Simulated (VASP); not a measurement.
Write the native input for VASP 6.6.1 that does the following.

```yaml
Task: single point
Functional: BHLYP
Potentials_or_basis: VASP PAW PBE potentials, release 64 (Ru_pv)
Cutoff: 520 eV
k_mesh: 6 × 6 × 3
Occupations: fermi-dirac, width 0.05 eV
Spin: no spin polarisation
Dipole_correction: no
Grid_for_exact_exchange_PRECFOCK: Normal
Further_INCAR_settings: ALGO = Normal; EDIFF = 1e-06; NBANDS = 21
Share_of_exact_exchange: 0.5
```

Ru:

```xyz
2
Lattice="2.6692 0.0000 0.0000 -1.3346 2.3116 0.0000 0.0000 0.0000 4.2240" Properties=species:S:1:pos:R:3 pbc="T T T"
Ru    1.3346    0.7705    3.1680
Ru    0.0000    1.5411    1.0560
```

These files were run (other wordings do the same):

POSCAR

```
Ru
1.0
    2.6692306523      0.0000000000      0.0000000000
   -1.3346153261      2.3116215535      0.0000000000
    0.0000000000      0.0000000000      4.2240293924
Ru
2
Direct
    0.6666666667      0.3333333333      0.7500000000
    0.3333333333      0.6666666667      0.2500000000
```

INCAR.step1

```
ALGO = Normal
EDIFF = 1E-5
ENCUT = 520
GGA = PE
ISIF = 2
ISMEAR = -1
LASPH = True
LREAL = False
LWAVE = True
NBANDS = 21
NELM = 80
PREC = Accurate
SIGMA = 0.05
```

INCAR.step2

```
AEXX = 0.5
AGGAC = 1.0
AGGAX = 0.5
ALDAC = 0.0
ALDAX = 0.5
ALGO = Normal
EDIFF = 1E-6
ENCUT = 520
GGA = B5
ISIF = 2
ISMEAR = -1
ISTART = 1
LASPH = True
LCHARG = True
LELF = True
LHFCALC = True
LREAL = False
LVHAR = True
LWAVE = False
NBANDS = 21
NELM = 80
PREC = Accurate
PRECFOCK = Normal
SIGMA = 0.05
```

KPOINTS

```
k-points
0
Gamma
  6 6 3
```

Potentials or basis: VASP PAW PBE potentials, release 64 (Ru_pv).

Launch:

```console
$ cat potpaw_PBE.64/Ru_pv/POTCAR > POTCAR
$ cp INCAR.step1 INCAR
$ mpirun -np 1 vasp_std > vasp.out
$ cp INCAR.step2 INCAR
$ mpirun -np 1 vasp_std > vasp.out
```

Results of the run:

```yaml
Pressure: 8.4 GPa
Band_gap_on_the_k_mesh: zero (bands 14 and 15 overlap by 6.31 eV)
```

Caveat: the k points lie up to 0.50 Å⁻¹ apart, too coarse for converged energies and pressures of a metal; the PAW data sets were made with another functional, which shifts forces and pressure a little.

Run time: 25 min on 1 thread of Intel(R) Xeon(R) Platinum 8375C CPU @ 2.90GHz (Ice Lake), with other jobs on the host, peak memory 0.16 GiB.
